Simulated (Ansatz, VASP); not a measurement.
# KCl: VASP beside Ansatz

Contents of INCAR:

```
SYSTEM = KCl
PREC     = Accurate       ! precision mode
ENCUT    = 520            ! plane-wave cutoff, eV
EDIFF    = 1E-6           ! SCF threshold, eV
ISMEAR   = -1             ! smearing method
SIGMA    = 0.02           ! smearing width, eV
LREAL    = .False.        ! projectors in reciprocal space
LASPH    = .True.         ! aspherical terms in the spheres
NELM     = 80             ! most SCF steps
ALGO     = Normal         ! electronic algorithm
ISIF     = 2              ! what is computed and relaxed
LWAVE    = .False.        ! write WAVECAR
LCHARG   = .False.        ! write CHGCAR
GGA      = PE             ! functional
NBANDS   = 15             ! bands
```

KPOINTS

```
Automatic mesh
0
Gamma
  8 8 8
  0 0 0
```

POSCAR

```
KCl
1.0
    0.0000000000      3.2391937588      3.1236492207
    3.2391937588      0.0000000000      3.1236492207
    3.2391937588      3.2391937588      0.0000000000
K Cl
1 1
Direct
    0.0000000000      0.0000000000      0.0000000000
    0.5000000000      0.5000000000      0.5000000000
```

Input for Ansatz:

```yaml
crystal:
  lattice:
    - [0.0, 3.2391937588, 3.1236492207]
    - [3.2391937588, 0.0, 3.1236492207]
    - [3.2391937588, 3.2391937588, 0.0]
  atoms:
    - { symbol: K, position: [0.0, 0.0, 0.0] }
    - { symbol: Cl, position: [0.5, 0.5, 0.5] }
kpoints:
  mp_grid: { grid: [8, 8, 8] }
  band_path:
    path:
      - [0.0, 0.0, 0.0]
      - [0.5, 0.0, 0.5]
      - [0.625, 0.25, 0.625]
      - [0.375, 0.375, 0.75]
      - [0.5, 0.5, 0.5]
      - [0.5, 0.25, 0.75]
    npoints: 1
hamiltonian:
  xc: pbe
scf:
  occupations: { method: fermi_dirac, width: 0.02 }
  n_extra_bands: 4
output:
  forces: true
  stress: true
  eigenvalues: true
```

Change from the starting cell: epitaxial_xy strain +3.0%.

Alike in both runs: task single point; functional PBE; k mesh 8 × 8 × 8; occupations fermi-dirac, width 0.02 eV; no spin polarisation.

|  | VASP | Ansatz |
| --- | --- | --- |
| version | VASP 6.6.1 | Ansatz 0.2.0 |
| potentials or method | VASP PAW PBE potentials, release 64 (K_sv, Cl) | plane waves, PAW |
| plane-wave cutoff (eV) | 520 | 420 |
| valence electrons in the cell | 16 | 16 |

VASP gave:

- gap on the k mesh at the Fermi level (eV): 5.00
- pressure (GPa): -0.1
- traceless stress, the component that is largest in VASP (GPa): 0.76

Problem. Which values does Ansatz return?

Solution. gap on the k mesh at the Fermi level (eV): 5.00; pressure (GPa): -0.1; traceless stress, the component that is largest in VASP (GPa): 0.74.
